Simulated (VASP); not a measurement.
# PbS (Fm-3m) in VASP: notebook

PbS is run at these levels: r2SCAN, PBE; tasks: single point.

Program: VASP 6.6.1. These are calculated values, not measurements. Logs are shortened: lines on timing, memory, paths and dates and some standing lists are left out, and cuts for length are marked.

## Step 1: The cell of the first run

Symmetry: Fm-3m, No. 225, cubic system. Conventional cell: a = 6.213 Å, b = 6.213 Å, c = 6.213 Å, α = 90.00°, β = 90.00°, γ = 90.00°. Pb (site symmetry m-3m) has 6 S at 3.11 Å within 4.1 Å. Within 4.1 Å of S (site symmetry m-3m) lie 6 Pb at 3.11 Å.

## Step 2: Single point, r2SCAN, non-collinear spin, zero start, spin-orbit coupling (strain +4.0%)

The input, POSCAR:

```
PbS
1.0
    0.0000000000      3.1067219832      3.1067219832
    3.1067219832      0.0000000000      3.1067219832
    3.1067219832      3.1067219832      0.0000000000
Pb S
1 1
Direct
    0.0000000000      0.0000000000      0.0000000000
    0.5000000000      0.5000000000      0.5000000000
```

The input, INCAR.step1:

```
PREC = Accurate
ENCUT = 520
ISMEAR = -1
SIGMA = 0.02
LREAL = F
LASPH = T
NELM = 150
LNONCOLLINEAR = T
MAGMOM = 0 0 0 0 0 0
LSORBIT = T
GGA_COMPAT = F
NBANDS = 32
GGA = PE
ALGO = Normal
EDIFF = 1E-4
LWAVE = T
LCHARG = F
```

The input, INCAR.step2:

```
PREC = Accurate
ENCUT = 520
EDIFF = 1E-6
ISMEAR = -1
SIGMA = 0.02
LREAL = F
LASPH = T
NELM = 150
ALGO = Normal
ISIF = 2
LWAVE = F
LCHARG = T
LNONCOLLINEAR = T
MAGMOM = 0 0 0 0 0 0
LORBIT = 11
LSORBIT = T
GGA_COMPAT = F
LORBMOM = T
METAGGA = R2SCAN
LMIXTAU = T
LVHAR = T
NBANDS = 32
ISTART = 1
```

The input, KPOINTS:

```
regular mesh
0
Gamma
  8 8 8
```

Potentials or basis: VASP PAW PBE potentials, release 64 (Pb_d, S).

The run is started by

```console
cat potpaw_PBE.64/Pb_d/POTCAR potpaw_PBE.64/S/POTCAR > POTCAR
cp INCAR.step1 INCAR
mpirun -np 1 vasp_ncl > vasp.out
cp INCAR.step2 INCAR
mpirun -np 1 vasp_ncl > vasp.out
```

OUTCAR:

```text
PREC = Accurate
   ENCUT = 520
   EDIFF = 1E-6
   ISMEAR = -1
   LREAL = F
   LASPH = T
   NELM = 150
   ISIF = 2
   LNONCOLLINEAR = T
   LORBIT = 11
   LSORBIT = T
   METAGGA = R2SCAN
   ISTART = 1

 ion  position               nearest neighbor table
   1  0.000  0.000  0.000-   2 3.11   2 3.11   2 3.11   2 3.11   2 3.11   2 3.11
   2  0.500  0.500  0.500-   1 3.11   1 3.11   1 3.11   1 3.11   1 3.11   1 3.11

  LATTYP: Found a face centered cubic cell.
 ALAT       =     6.2134439664

  Lattice vectors:

 A1 = (   0.0000000000,   3.1067219832,   3.1067219832)
 A2 = (   3.1067219832,   0.0000000000,   3.1067219832)
 A3 = (   3.1067219832,   3.1067219832,   0.0000000000)

Analysis of symmetry for initial positions (statically):
=====================================================================
 Subroutine PRICEL returns:
 Original cell was already a primitive cell.

 Routine SETGRP: Setting up the symmetry group for a
 face centered cubic supercell.

 Subroutine GETGRP returns: Found 48 space group operations
 (whereof 48 operations were pure point group operations)
 out of a pool of 48 trial point group operations.

The static configuration has the point symmetry O_h .

Analysis of symmetry for dynamics (positions and initial velocities):
=====================================================================
 Subroutine PRICEL returns:
 Original cell was already a primitive cell.

 Routine SETGRP: Setting up the symmetry group for a
 face centered cubic supercell.

 Subroutine GETGRP returns: Found 48 space group operations
 (whereof 48 operations were pure point group operations)
 out of a pool of 48 trial point group operations.

The dynamic configuration has the point symmetry O_h .

Analysis of structural, dynamic, and magnetic symmetry:
=====================================================================
 Subroutine PRICEL returns:
 Original cell was already a primitive cell.

 Routine SETGRP: Setting up the symmetry group for a
 face centered cubic supercell.

 Subroutine GETGRP returns: Found 48 space group operations
 (whereof 48 operations were pure point group operations)
 out of a pool of 48 trial point group operations.

The overall configuration has the point symmetry O_h .

 Subroutine INISYM returns: Found 48 space group operations
[... 1018 lines left out ...]
      0.00000      0.00000      0.00000         0.000000      0.000000      0.000000
      3.10672      3.10672      3.10672         0.000000      0.000000     -0.000000
 -----------------------------------------------------------------------------------
    total drift:                                0.000000      0.000000      0.000000

  FREE ENERGIE OF THE ION-ELECTRON SYSTEM (eV)
  ---------------------------------------------------
  free  energy   TOTEN  =       -65.8414908441 eV

  energy  without entropy=      -65.8414908436  energy(sigma->0) =      -65.84149084

 orbital moment (x)

 # of ion     p       d       tot
 ----------------------------------------
  1        -0.000  -0.000  -0.000
  2        -0.000   0.000  -0.000
 ----------------------------------------
           -0.000  -0.000  -0.000

 orbital moment (y)

 # of ion     p       d       tot
 ----------------------------------------
  1        -0.000   0.000  -0.000
  2        -0.000   0.000  -0.000
 ----------------------------------------
           -0.000   0.000  -0.000

 orbital moment (z)

 # of ion     p       d       tot
 ----------------------------------------
  1         0.000   0.000   0.000
  2         0.000   0.000   0.000
 ----------------------------------------
            0.000   0.000   0.000

 Spin-Orbit-Coupling matrix elements

 Ion:    1  E_soc:     -0.7269189
 l=   1
     0.0000000    -0.0568688    -0.0568688
    -0.0568688     0.0000000    -0.0568688
    -0.0568688    -0.0568688     0.0000000
 l=   2
     0.0000000    -0.0129420     0.0000000    -0.0129420    -0.0513423
    -0.0129420     0.0000000    -0.0385067    -0.0129420    -0.0128356
     0.0000000    -0.0385067     0.0000000    -0.0385067     0.0000000
    -0.0129420    -0.0129420    -0.0385067     0.0000000    -0.0128356
    -0.0513423    -0.0128356     0.0000000    -0.0128356     0.0000000
 l=   3
     0.0000000     0.0000000     0.0000000     0.0000000     0.0000000     0.0000000     0.0000000
     0.0000000     0.0000000     0.0000000     0.0000000     0.0000000     0.0000000     0.0000000
     0.0000000     0.0000000     0.0000000     0.0000000     0.0000000     0.0000000     0.0000000
     0.0000000     0.0000000     0.0000000     0.0000000     0.0000000     0.0000000     0.0000000
     0.0000000     0.0000000     0.0000000     0.0000000     0.0000000     0.0000000     0.0000000
     0.0000000     0.0000000     0.0000000     0.0000000     0.0000000     0.0000000     0.0000000
     0.0000000     0.0000000     0.0000000     0.0000000     0.0000000     0.0000000     0.0000000

 Ion:    2  E_soc:     -0.0037844
 l=   1
     0.0000000    -0.0006307    -0.0006307
    -0.0006307     0.0000000    -0.0006307
    -0.0006307    -0.0006307     0.0000000
 l=   2
     0.0000000     0.0000000     0.0000000     0.0000000     0.0000000
     0.0000000     0.0000000     0.0000000     0.0000000     0.0000000
     0.0000000     0.0000000     0.0000000     0.0000000     0.0000000
     0.0000000     0.0000000     0.0000000     0.0000000     0.0000000
     0.0000000     0.0000000     0.0000000     0.0000000     0.0000000
 l=   3
     0.0000000     0.0000000     0.0000000     0.0000000     0.0000000     0.0000000     0.0000000
     0.0000000     0.0000000     0.0000000     0.0000000     0.0000000     0.0000000     0.0000000
     0.0000000     0.0000000     0.0000000     0.0000000     0.0000000     0.0000000     0.0000000
     0.0000000     0.0000000     0.0000000     0.0000000     0.0000000     0.0000000     0.0000000
     0.0000000     0.0000000     0.0000000     0.0000000     0.0000000     0.0000000     0.0000000
     0.0000000     0.0000000     0.0000000     0.0000000     0.0000000     0.0000000     0.0000000
     0.0000000     0.0000000     0.0000000     0.0000000     0.0000000     0.0000000     0.0000000

 total charge

# of ion       s       p       d       tot
------------------------------------------
    1        1.481   0.439   9.830  11.751
    2        1.336   2.325   0.000   3.661
--------------------------------------------------
tot          2.817   2.764   9.830  15.411

 magnetization (x)

# of ion       s       p       d       tot
------------------------------------------
    1        0.000   0.000  -0.000   0.000
    2       -0.000   0.000   0.000  -0.000
--------------------------------------------------
tot         -0.000   0.000  -0.000  -0.000

 magnetization (y)

# of ion       s       p       d       tot
------------------------------------------
    1       -0.000   0.000   0.000  -0.000
    2       -0.000   0.000   0.000   0.000
--------------------------------------------------
tot         -0.000   0.000   0.000  -0.000

 magnetization (z)

# of ion       s       p       d       tot
------------------------------------------
    1        0.000   0.000   0.000   0.000
    2        0.000   0.000   0.000   0.000
--------------------------------------------------
tot          0.000   0.000   0.000   0.000
```

OSZICAR.step1:

```text
N       E                     dE             d eps       ncg     rms          rms(c)
DAV:   1     0.209148567504E+03    0.20915E+03   -0.90121E+03  1856   0.128E+03
DAV:   2     0.143194803579E+02   -0.19483E+03   -0.18542E+03  1920   0.366E+02
DAV:   3    -0.843287513392E+01   -0.22752E+02   -0.22149E+02  2392   0.141E+02
DAV:   4    -0.956220956984E+01   -0.11293E+01   -0.11270E+01  2176   0.330E+01
DAV:   5    -0.961819238510E+01   -0.55983E-01   -0.55975E-01  2880   0.749E+00    0.385E+00
DAV:   6    -0.904301468413E+01    0.57518E+00   -0.14744E+00  2656   0.882E+00    0.237E+00
DAV:   7    -0.905490409515E+01   -0.11889E-01   -0.17484E-01  2208   0.227E+00    0.175E+00
DAV:   8    -0.906207539714E+01   -0.71713E-02   -0.36980E-02  2304   0.222E+00    0.961E-01
DAV:   9    -0.905874246858E+01    0.33329E-02   -0.70375E-03  2688   0.876E-01    0.339E-01
DAV:  10    -0.905868925249E+01    0.53216E-04   -0.10128E-03  2096   0.224E-01    0.138E-01
DAV:  11    -0.905885647859E+01   -0.16723E-03   -0.21179E-04  1912   0.120E-01    0.267E-02
DAV:  12    -0.905886012519E+01   -0.36466E-05   -0.27849E-05  1512   0.630E-02
   1 F= -.90588601E+01 E0= -.90588600E+01  d E =-.219701E-06  mag=     0.0000     0.0000     0.0000
```

Run time: 12 min. Hardware: 1 thread of Intel Xeon Platinum 8259CL at 2.50GHz (Skylake/Cascade Lake), shared host; peak memory 0.5 GiB.

Results:

```yaml
Free_energy: -65.8415 eV
Pressure: -5.4 GPa
Net_moment: 0.00 μB per cell
Valence_electrons_inside_the_program's_atomic_spheres: Pb 11.75; S 3.66
```

Moments on the atoms (μB; x, y, z):
```
Pb  0.00 0.00 0.00
S   0.00 0.00 0.00
```

Caveat: the cell differs from its parent crystal (strain +4.0%); the cell stands under tension; the PAW data sets were made with another functional, which shifts forces and pressure a little.

## Step 3: Single point, PBE (strain -1.0%)

The input, INCAR:

```
ALGO = Normal
EDIFF = 1E-6
ENCUT = 500
GGA = PE
GGA_COMPAT = F
ISIF = 2
ISMEAR = 0
LASPH = T
LCHARG = T
LELF = T
LREAL = F
LVHAR = T
LWAVE = F
NBANDS = 17
NELM = 120
PREC = Accurate
SIGMA = 0.01
```

The input, KPOINTS:

```
k-points
0
Gamma
  4 4 4
```

The input, POSCAR:

```
PbS
1.0
    0.0000000000      2.9573603494      2.9573603494
    2.9573603494      0.0000000000      2.9573603494
    2.9573603494      2.9573603494      0.0000000000
Pb S
1 1
Direct
    0.0000000000      0.0000000000      0.0000000000
    0.5000000000      0.5000000000      0.5000000000
```

Potentials or basis: VASP PAW PBE potentials, release 64 (Pb_d, S).

The run is started by

```console
cat potpaw_PBE.64/Pb_d/POTCAR potpaw_PBE.64/S/POTCAR > POTCAR
mpirun -np 1 vasp_std > vasp.out
```

It took 8.7 s on 1 thread of Intel Xeon Platinum 8259CL at 2.50GHz (Skylake/Cascade Lake), shared host; peak memory 0.17 GiB.

The run converged. Its results:

```yaml
Free_energy: -8.7348 eV
Pressure: 2.8 GPa
Band_gap_on_the_k_mesh: 0.33 eV
```

Levels at points of the mesh, in eV from the valence-band top:
```csv
k point,band 8,band 9,band 10,band 11,band 12,band 13
"(0.00, 0.00, 0.00)",-2.23,-2.23,-2.23,5.23,5.23,5.23
"(0.50, 0.00, 0.00)",-1.83,-1.83,0.00,0.33,1.94,1.94
"(0.50, 0.50, 0.00)",-5.28,-3.51,-3.51,3.81,5.59,5.71
```

Caveat: the k points lie up to 0.46 Å⁻¹ apart; the cell differs from its parent crystal (strain -1.0%); spin-orbit coupling is left out, which moves the levels of the heavy elements. A k mesh can miss the band edges.

## Step 4: Single point, PBE (strain +1.0%)

Changes to INCAR since step 3:

```diff
@@ -8,6 +8,4 @@
 LASPH = T
-LCHARG = T
-LELF = T
+LCHARG = F
 LREAL = F
-LVHAR = T
 LWAVE = F
```

KPOINTS is that of step 3.

The input, POSCAR:

```
PbS
1.0
    0.0000000000      3.0171050030      3.0171050030
    3.0171050030      0.0000000000      3.0171050030
    3.0171050030      3.0171050030      0.0000000000
Pb S
1 1
Direct
    0.0000000000      0.0000000000      0.0000000000
    0.5000000000      0.5000000000      0.5000000000
```

Potentials or basis: VASP PAW PBE potentials, release 64 (Pb_d, S).

The run is started by

```console
cat potpaw_PBE.64/Pb_d/POTCAR potpaw_PBE.64/S/POTCAR > POTCAR
mpirun -np 1 vasp_std > vasp.out
```

OUTCAR:

```text
EDIFF = 1E-6
   ENCUT = 500
   GGA = PE
   ISIF = 2
   ISMEAR = 0
   LASPH = T
   LREAL = F
   NELM = 120
   PREC = Accurate

 ion  position               nearest neighbor table
   1  0.000  0.000  0.000-   2 3.02   2 3.02   2 3.02   2 3.02   2 3.02   2 3.02
   2  0.500  0.500  0.500-   1 3.02   1 3.02   1 3.02   1 3.02   1 3.02   1 3.02

  LATTYP: Found a face centered cubic cell.
 ALAT       =     6.0342100060

  Lattice vectors:

 A1 = (   0.0000000000,   3.0171050030,   3.0171050030)
 A2 = (   3.0171050030,   0.0000000000,   3.0171050030)
 A3 = (   3.0171050030,   3.0171050030,   0.0000000000)

Analysis of symmetry for initial positions (statically):
=====================================================================
 Subroutine PRICEL returns:
 Original cell was already a primitive cell.

 Routine SETGRP: Setting up the symmetry group for a
 face centered cubic supercell.

 Subroutine GETGRP returns: Found 48 space group operations
 (whereof 48 operations were pure point group operations)
 out of a pool of 48 trial point group operations.

The static configuration has the point symmetry O_h .

Analysis of symmetry for dynamics (positions and initial velocities):
=====================================================================
 Subroutine PRICEL returns:
 Original cell was already a primitive cell.

 Routine SETGRP: Setting up the symmetry group for a
 face centered cubic supercell.

 Subroutine GETGRP returns: Found 48 space group operations
 (whereof 48 operations were pure point group operations)
 out of a pool of 48 trial point group operations.

The dynamic configuration has the point symmetry O_h .

 Subroutine INISYM returns: Found 48 space group operations
 (whereof 48 operations are pure point group operations),
[... 91 lines left out ...]
   NUPDOWN=      -1.0000    fix difference up-down
   EMIN   =  10.00;   EMAX   =-10.00  energy-range for DOS
   EFERMI =   0.00;   METHOD = LEGACY
   ISMEAR =     0;   SIGMA  =   0.01  broadening in eV -4-tet -1-fermi 0-gaus
   EFERMI_NEDOS =   21; number of points for ismear=-14 and -15
   IALGO  =     38    algorithm
   IMIX   =      4    mixing-type and parameters
     AMIX     =   0.40;   BMIX     =  1.00
     AMIX_MAG =   1.60;   BMIX_MAG =  1.00
  volume/ion in A,a.u.               =      27.46       185.34
  Fermi-wavevector in a.u.,A,eV,Ry     =   1.169009  2.209106 18.593468  1.366581
  Thomas-Fermi vector in A             =   2.305487
   LORBIT       =      0    0 simple, 1 ext, 2 COOP (PROOUT), +10 PAW based schemes
   GGA     = PE    functional components
   LHFCALC =     F    Hartree Fock is set to
   AEXX    =    0.0000 exact exchange contribution
   IVDW    =     0    specifies the selected vdW correction
   LEPSILON=     F    determine dielectric tensor
   LRPA    =     F    only Hartree local field effects (RPA)
 non-spin polarized calculation
 Gauss-broadening in eV      SIGMA  =   0.01
  energy-cutoff  :      500.00
  volume of cell :       54.93
 maximum number of plane-waves:      1411
   NGX = 15   NGY = 15   NGZ = 15

 number of electron      20.0000005 magnetization

 Free energy of the ion-electron system (eV)
  ---------------------------------------------------
  ext. energy  EPLUGINS =         0.00000000
  ---------------------------------------------------
  free energy    TOTEN  =        -8.75593277 eV

  energy without entropy =       -8.75593277  energy(sigma->0) =       -8.75593277

 E-fermi :   5.1547     XC(G=0):  -9.4438

 val. band max:        5.1112416031   @ k =   0.5000   0.0000   0.0000
 cond. band min:       5.6497834534   @ k =   0.5000   0.0000   0.0000
 fundamental gap:      0.5385418503
 Fermi energy:         5.1546741031

 k-point     1 :       0.0000    0.0000    0.0000
  band No.  band energies     occupation
      1     -11.5886      2.00000
      2     -11.5886      2.00000
      3     -11.5886      2.00000
      4     -11.5712      2.00000
      5     -11.5712      2.00000
      6      -7.9852      2.00000
[... 137 lines left out ...]
      4     -11.5692      2.00000
      5     -11.5388      2.00000
      6      -6.4769      2.00000
[... 9 lines left out ...]
     16      16.9923      0.00000
     17      17.4528      0.00000

------------------------ aborting loop because EDIFF is reached ----------------------------------------

  FORCE on cell =-STRESS in cart. coord.  units (eV):
  Direction    XX          YY          ZZ          XY          YZ          ZX
  --------------------------------------------------------------------------------------
  -------------------------------------------------------------------------------------
  Total       -0.2185486     -0.2185486     -0.2185486      0.0000000      0.0000000     -0.0000000
  in kB       -6.3746641     -6.3746641     -6.3746641      0.0000000      0.0000000     -0.0000000
  external PRESSURE =      -6.3746641 kB  Pullay stress =       0.0000000 kB

 VOLUME and BASIS-vectors are now :
 -----------------------------------------------------------------------------
  energy-cutoff  :      500.00
  volume of cell :       54.93
      direct lattice vectors                 reciprocal lattice vectors
     0.000000000  3.017105003  3.017105003    -0.165721776  0.165721776  0.165721776
     3.017105003  0.000000000  3.017105003     0.165721776 -0.165721776  0.165721776
     3.017105003  3.017105003  0.000000000     0.165721776  0.165721776 -0.165721776

 POSITION                                       TOTAL-FORCE (eV/Angst)
 -----------------------------------------------------------------------------------
      0.00000      0.00000      0.00000        -0.000000      0.000000     -0.000000
      3.01711      3.01711      3.01711         0.000000     -0.000000      0.000000
 -----------------------------------------------------------------------------------
    total drift:                                0.000000     -0.000000     -0.000000

  FREE ENERGIE OF THE ION-ELECTRON SYSTEM (eV)
  ---------------------------------------------------
  free  energy   TOTEN  =        -8.7559327678 eV

  energy  without entropy=       -8.7559327678  energy(sigma->0) =       -8.75593277
```

stdout:

```text
POSCAR found type information on POSCAR PbS
 POSCAR found :  2 types and       2 ions
 scaLAPACK will be used
 LDA part: xc-table for (Slater+PW92), standard interpolation
 POSCAR, INCAR and KPOINTS ok, starting setup
 FFT: planning ... GRIDC
 FFT: planning ... GRID_SOFT
 FFT: planning ... GRID
 WAVECAR not read
 entering main loop
```

Run time: 7.7 s. Hardware: 1 thread of Intel Xeon Platinum 8259CL at 2.50GHz (Skylake/Cascade Lake), shared host; peak memory 0.17 GiB.

Results:

```yaml
Free_energy: -8.7559 eV
Pressure: -0.6 GPa
Band_gap_on_the_k_mesh: 0.54 eV
```

Caveat: the k points lie up to 0.45 Å⁻¹ apart; the cell differs from its parent crystal (strain +1.0%); spin-orbit coupling is left out, which moves the levels of the heavy elements. A k mesh can miss the band edges.

(Part 1 of 2 ends here.)
